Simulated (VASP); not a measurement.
## BaTe: single point with PBE

Crystal: BaTe.

```
Ba Te
1.0
     0.00000    3.53239    3.53239
     3.53239    0.00000    3.53239
     3.53239    3.53239    0.00000
Ba Te
1 1
Cartesian
  0.0000 0.0000 0.0000
  3.5324 3.5324 3.5324
```

```yaml
Program: VASP 6.6.1
Task: single point
Functional: PBE
Potentials_or_basis: VASP PAW PBE potentials, release 64 (Ba_sv, Te)
Cutoff: 520 eV
k_mesh: 4 × 4 × 4
Occupations: gaussian, width 0.01 eV
Spin: no spin polarisation
```

| Quantity | Value |
| --- | --- |
| Pressure | 0.4 GPa |
| Band gap on the k mesh | 1.57 eV, indirect (least direct gap 1.96 eV) |

Levels at points of the mesh, in eV from the valence-band top:
```csv
k point,band 5,band 6,band 7,band 8,band 9,band 10,band 11,band 12
"(0.00, 0.00, 0.00)",-9.48,0.00,0.00,0.00,2.80,2.93,2.93,2.93
"(0.50, 0.00, 0.00)",-8.82,-2.16,-1.08,-1.08,4.15,4.68,4.82,4.82
"(0.50, 0.50, 0.00)",-9.28,-1.13,-0.38,-0.38,1.57,4.38,4.52,5.46
```

It took 31 s on 1 thread of AMD EPYC 7R43 64-Core Processor (Zen 3), on a shared host, peak memory 0.19 GiB.

Caveat: spin-orbit coupling is left out, which moves the levels of the heavy elements. A hybrid or GW would open this gap; PBE tends to underestimate it.
